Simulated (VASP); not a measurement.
# Al4N5 in VASP: single point with PBE

Aim: the single point of Al4N5 with PBE.

Everything below comes from runs of VASP 6.6.1. Logs are shortened: lines on timing, memory, paths and dates and some standing lists are left out, and cuts for length are marked.

## Step 1: The cell of the first run

The cell holds a slab with vacuum, 9 atoms: a = 3.130 Å, b = 3.130 Å, c = 25.062 Å, α = 90.00°, β = 90.00°, γ = 120.00°.

## Step 2: Single point, PBE, collinear spin

The input, INCAR:

```
SYSTEM = Al4N5
  ALGO = Normal
  DIPOL = 0.5 0.5 0.347
  EDIFF = 1E-6
  ENCUT = 520
  GGA = PE
  IDIPOL = 3
  ISIF = 2
  ISMEAR = 0
  ISPIN = 2
  LASPH = .TRUE.
  LCHARG = .FALSE.
  LDIPOL = .TRUE.
  LORBIT = 11
  LREAL = .FALSE.
  LWAVE = .FALSE.
  MAGMOM = 0 0 0 0 3 0 0 0 0
  NBANDS = 32
  NELM = 150
  PREC = Accurate
  SIGMA = 0.05
```

The input, KPOINTS:

```
k-points
0
G
  9 9 1
  0 0 0
```

The input, POSCAR:

```
Al4N5
1.0
    3.1297683445      0.0000000000      0.0000000000
   -1.5648841723      2.7104588943      0.0000000000
    0.0000000000      0.0000000000     25.0621509606
N Al
5 4
Direct
    0.3333333333      0.6666666667      0.1596032203
    0.6666666667      0.3333333333      0.2597004396
    0.3333333333      0.6666666667      0.3620561642
    0.6666666667      0.3333333333      0.4610505141
    0.8333333333      0.6666666667      0.5499189189
    0.6666666667      0.3333333333      0.1833176549
    0.3333333333      0.6666666667      0.2834148742
    0.6666666667      0.3333333333      0.3814237064
    0.3333333333      0.6666666667      0.4812895341
```

Potentials or basis: VASP PAW PBE potentials, release 64 (N, Al).

On the command line:

```sh
$ cat potpaw_PBE.64/N/POTCAR potpaw_PBE.64/Al/POTCAR > POTCAR
$ mpirun -np 1 vasp_std > vasp.out
```

OUTCAR:

```text
SYSTEM = Al4N5
   EDIFF = 1E-6
   ENCUT = 520
   GGA = PE
   ISIF = 2
   ISMEAR = 0
   ISPIN = 2
   LASPH = .TRUE.
   LORBIT = 11
   LREAL = .FALSE.
   NELM = 150
   PREC = Accurate

 ion  position               nearest neighbor table
   1  0.333  0.667  0.160-   6 1.90   6 1.90   6 1.90
   2  0.667  0.333  0.260-   7 1.90   7 1.90   7 1.90   6 1.91
   3  0.333  0.667  0.362-   8 1.87   8 1.87   8 1.87   7 1.97
   4  0.667  0.333  0.461-   9 1.88   9 1.88   9 1.88   8 2.00
   5  0.833  0.667  0.550-   9 2.33   9 2.33
   6  0.667  0.333  0.183-   1 1.90   1 1.90   1 1.90   2 1.91   7 3.09   7 3.09   7 3.09
   7  0.333  0.667  0.283-   2 1.90   2 1.90   2 1.90   3 1.97   8 3.05   8 3.05   8 3.05   6 3.09
                             6 3.09   6 3.09
   8  0.667  0.333  0.381-   3 1.87   3 1.87   3 1.87   4 2.00   7 3.05   7 3.05   7 3.05   9 3.09
                             9 3.09   9 3.09
   9  0.333  0.667  0.481-   4 1.88   4 1.88   4 1.88   5 2.33   5 2.33   8 3.09   8 3.09   8 3.09

  LATTYP: Found a hexagonal cell.
 ALAT       =     3.1297683445
 C/A-ratio  =     8.0076696426

  Lattice vectors:

 A1 = (   3.1297683445,   0.0000000000,   0.0000000000)
 A2 = (  -1.5648841723,   2.7104588943,   0.0000000000)
 A3 = (   0.0000000000,   0.0000000000,  25.0621509606)

Analysis of symmetry for initial positions (statically):
=====================================================================
 Subroutine PRICEL returns:
 Original cell was already a primitive cell.

 Routine SETGRP: Setting up the symmetry group for a
 hexagonal supercell.

 Subroutine GETGRP returns: Found  2 space group operations
 (whereof  2 operations were pure point group operations)
 out of a pool of 24 trial point group operations.

The static configuration has the point symmetry C_1h.

Analysis of symmetry for dynamics (positions and initial velocities):
=====================================================================
 Subroutine PRICEL returns:
 Original cell was already a primitive cell.

 Routine SETGRP: Setting up the symmetry group for a
 hexagonal supercell.

 Subroutine GETGRP returns: Found  2 space group operations
 (whereof  2 operations were pure point group operations)
 out of a pool of 24 trial point group operations.

The dynamic configuration has the point symmetry C_1h.

Analysis of structural, dynamic, and magnetic symmetry:
=====================================================================
 Subroutine PRICEL returns:
 Original cell was already a primitive cell.

 Routine SETGRP: Setting up the symmetry group for a
 hexagonal supercell.

 Subroutine GETGRP returns: Found  2 space group operations
 (whereof  2 operations were pure point group operations)
 out of a pool of 24 trial point group operations.

The overall configuration has the point symmetry C_1h.

 Subroutine INISYM returns: Found  2 space group operations
 (whereof  2 operations are pure point group operations),
 and found     1 'primitive' translations

----------------------------------------------------------------------------------------

                                     Primitive cell

  volume of cell :     212.6049

  direct lattice vectors                    reciprocal lattice vectors
     3.129768344  0.000000000  0.000000000     0.319512465  0.184470608  0.000000000
    -1.564884172  2.710458894  0.000000000     0.000000000  0.368941216  0.000000000
     0.000000000  0.000000000 25.062150961     0.000000000  0.000000000  0.039900805

  length of vectors
     3.129768344  3.129768345 25.062150961     0.368941216  0.368941216  0.039900805

  position of ions in fractional coordinates (direct lattice)
     0.333333333  0.666666667  0.159603220
     0.666666667  0.333333333  0.259700440
     0.333333333  0.666666667  0.362056164
     0.666666667  0.333333333  0.461050514
     0.833333333  0.666666667  0.549918919
     0.666666667  0.333333333  0.183317655
     0.333333333  0.666666667  0.283414874
     0.666666667  0.333333333  0.381423706
     0.333333333  0.666666667  0.481289534

  ion indices of the primitive-cell ions
[... 74 lines left out ...]
   ICHARG =      2    charge: 1-file 2-atom 10-const
   ISPIN  =      2    spin polarized calculation?
   LNONCOLLINEAR =      F non collinear calculations
   LSORBIT =      F    spin-orbit coupling
   LASPH  =      T    aspherical Exc in radial PAW
   ENCUT  =  520.0 eV  38.22 Ry    6.18 a.u.   5.82  5.82 46.60*2*pi/ulx,y,z
   NELM   =    150;   NELMIN=  2; NELMDL= -5     # of ELM steps
   EDIFF  = 0.1E-05   stopping-criterion for ELM
   LREAL  =      F    real-space projection
   EDIFFG = 0.1E-04   stopping-criterion for IOM
   NSW    =      0    number of steps for IOM
   IBRION =     -1    ionic relax: 0-MD 1-quasi-New 2-CG
   NFREE  =      0    steps in history (QN), initial steepest desc. (CG)
   ISIF   =      2    stress and relaxation
   ISYM   =      2    0-nonsym 1-usesym 2-fastsym
   POTIM  = 0.5000    time-step for ionic-motion
   TEBEG  =    0.0;   TEEND  =   0.0 temperature during run
   PSTRESS=    0.0 pullay stress
   NELECT =      37.0000    total number of electrons
   NUPDOWN=      -1.0000    fix difference up-down
   EMIN   =  10.00;   EMAX   =-10.00  energy-range for DOS
   EFERMI =   0.00;   METHOD = LEGACY
   ISMEAR =     0;   SIGMA  =   0.05  broadening in eV -4-tet -1-fermi 0-gaus
   EFERMI_NEDOS =   21; number of points for ismear=-14 and -15
   IALGO  =     38    algorithm
   IMIX   =      4    mixing-type and parameters
     AMIX     =   0.40;   BMIX     =  1.00
     AMIX_MAG =   1.60;   BMIX_MAG =  1.00
  volume/ion in A,a.u.               =      23.62       159.41
  Fermi-wavevector in a.u.,A,eV,Ry     =   0.914010  1.727228 11.366502  0.835414
  Thomas-Fermi vector in A             =   2.038588
   LORBIT       =     11    0 simple, 1 ext, 2 COOP (PROOUT), +10 PAW based schemes
   GGA     = PE    functional components
   LHFCALC =     F    Hartree Fock is set to
   AEXX    =    0.0000 exact exchange contribution
   IVDW    =     0    specifies the selected vdW correction
   LEPSILON=     F    determine dielectric tensor
   LRPA    =     F    only Hartree local field effects (RPA)
 spin polarized calculation
 Gauss-broadening in eV      SIGMA  =   0.05
  energy-cutoff  :      520.00
  volume of cell :      212.60
 maximum number of plane-waves:      5756
   NGX = 11   NGY = 11   NGZ = 93

 dipolmoment           0.000000      0.000000     -0.000449 electrons x Angstroem

 number of electron      36.9999995 magnetization       1.7414736

 dipolmoment           0.000000      0.000000      0.000491 electrons x Angstroem

 Free energy of the ion-electron system (eV)
  ---------------------------------------------------
  ext. energy  EPLUGINS =         0.00000000
  ---------------------------------------------------
  free energy    TOTEN  =       -60.90158934 eV

  energy without entropy =      -60.89801020  energy(sigma->0) =      -60.89979977

 E-fermi :  -0.8069     XC(G=0):  -5.4116

 val. band max:       -0.8106818756   @ k =   0.0000   0.3333   0.0000
 cond. band min:      -0.7333347681   @ k =   0.0000   0.4444   0.0000
 fundamental gap:      0.0773471075
 Fermi energy:        -0.8068633527

 spin component 1

 k-point     1 :       0.0000    0.0000    0.0000
  band No.  band energies     occupation
      1     -17.4939      1.00000
      2     -16.7798      1.00000
      3     -16.1211      1.00000
      4     -14.5650      1.00000
      5     -14.0655      1.00000
      6      -7.7129      1.00000
[... 781 lines left out ...]
     29       8.2611      0.00000
     30       8.7128      0.00000

 [... further k-points ...]

 spin component 2

 k-point     1 :       0.0000    0.0000    0.0000
  band No.  band energies     occupation
      1     -17.4266      1.00000
      2     -16.6180      1.00000
      3     -16.0198      1.00000
      4     -14.6040      1.00000
      5     -11.9424      1.00000
      6      -7.6097      1.00000
[... 781 lines left out ...]
     29       8.4007      0.00000
     30       8.7449      0.00000

 [... further k-points ...]

 [bands above 30 left out]

------------------------ aborting loop because EDIFF is reached ----------------------------------------

 vacuum level on the upper side and lower side of the slab       (xc-potential included)         0.030         0.023

  FORCE on cell =-STRESS in cart. coord.  units (eV):
  Direction    XX          YY          ZZ          XY          YZ          ZX
  --------------------------------------------------------------------------------------
  -------------------------------------------------------------------------------------
  Total       -0.9411568      1.3564494     -2.2644674     -0.0000000      1.0945543     -0.0000000
  in kB       -7.0924977     10.2221165    -17.0648819     -0.0000000      8.2484919     -0.0000000
  external PRESSURE =      -4.6450877 kB  Pullay stress =       0.0000000 kB

 VOLUME and BASIS-vectors are now :
 -----------------------------------------------------------------------------
  energy-cutoff  :      520.00
  volume of cell :      212.60
      direct lattice vectors                 reciprocal lattice vectors
     3.129768344  0.000000000  0.000000000     0.319512465  0.184470608  0.000000000
    -1.564884172  2.710458894  0.000000000     0.000000000  0.368941216  0.000000000
     0.000000000  0.000000000 25.062150961     0.000000000  0.000000000  0.039900805

 POSITION                                       TOTAL-FORCE (eV/Angst)
 -----------------------------------------------------------------------------------
     -0.00000      1.80697      4.00000         0.000000     -0.000388      2.205333
      1.56488      0.90349      6.50865        -0.000000      0.001063      1.044802
     -0.00000      1.80697      9.07391         0.000000     -0.007160     -1.094081
      1.56488      0.90349     11.55492         0.000000     -0.506511     -1.877897
      1.56488      1.80697     13.78215        -0.000000      0.462321     -0.667248
      1.56488      0.90349      4.59433        -0.000000      0.000048     -2.578157
     -0.00000      1.80697      7.10299        -0.000000      0.000379     -0.414691
      1.56488      0.90349      9.55930         0.000000     -0.010460      1.198060
     -0.00000      1.80697     12.06215        -0.000000      0.060708      2.183879
 -----------------------------------------------------------------------------------
    total drift:                               -0.000000     -0.000087      0.000152

  FREE ENERGIE OF THE ION-ELECTRON SYSTEM (eV)
  ---------------------------------------------------
  free  energy   TOTEN  =       -60.9015893360 eV

  energy  without entropy=      -60.8980101982  energy(sigma->0) =      -60.89979977

 vacuum level on the upper side and lower side of the slab         6.019         6.003

 total charge

# of ion       s       p       d       tot
------------------------------------------
    1        1.250   2.453   0.000   3.703
    2        1.228   2.614   0.000   3.843
    3        1.225   2.636   0.000   3.861
    4        1.232   2.608   0.000   3.839
    5        1.339   2.028   0.000   3.367
    6        0.369   0.430   0.000   0.800
    7        0.363   0.424   0.000   0.787
    8        0.368   0.435   0.000   0.803
    9        0.357   0.398   0.000   0.755
--------------------------------------------------
tot          7.732  14.026   0.000  21.758

 magnetization (x)

# of ion       s       p       d       tot
------------------------------------------
    1       -0.020  -0.338   0.000  -0.358
    2       -0.001  -0.028   0.000  -0.029
    3        0.001   0.007   0.000   0.009
    4        0.013   0.108   0.000   0.121
    5        0.039   1.433   0.000   1.473
    6        0.003   0.000   0.000   0.004
    7       -0.001  -0.001   0.000  -0.002
    8        0.003   0.007   0.000   0.011
    9       -0.007  -0.004   0.000  -0.011
--------------------------------------------------
tot          0.032   1.185   0.000   1.217
```

Run time: 6.6 min. Hardware: 1 thread of Intel Xeon 6975P-C (Granite Rapids), shared host; peak memory 0.54 GiB.

Results:

| Quantity | Value |
| --- | --- |
| Free energy | -60.9016 eV |
| Largest force | 2.578 eV/Å |
| Net moment | 1.74 μB per cell |
| Site moments | N -0.36, -0.03, +0.01, +0.12, +1.47; Al +0.00, -0.00, +0.01, -0.01 μB |
| Valence electrons inside the program's atomic spheres | N 3.70, 3.84, 3.86, 3.37; Al 0.80, 0.79, 0.76 |

Forces in eV/Å, atoms in the order of the input:
```
N    0.000  0.000  2.205
N    0.000  0.001  1.045
N    0.000 -0.007 -1.094
N    0.000 -0.507 -1.878
N    0.000  0.462 -0.667
Al   0.000  0.000 -2.578
Al   0.000  0.000 -0.415
Al   0.000 -0.010  1.198
Al   0.000  0.061  2.184
```

Levels at points of the mesh, in eV from the Fermi level:
Spin up:
```
           k point  band 17  band 18  band 19  band 20  band 21  band 22
(0.00, 0.00, 0.00)    -0.60    -0.45    -0.16    -0.16     3.09     4.26
```
Spin down:
| k point | band 15 | band 16 | band 17 | band 18 | band 19 | band 20 | band 21 | band 22 |
| --- | --- | --- | --- | --- | --- | --- | --- | --- |
| (0.00, 0.00, 0.00) | -1.49 | -0.47 | -0.47 | 0.82 | 1.76 | 2.99 | 3.25 | 4.51 |
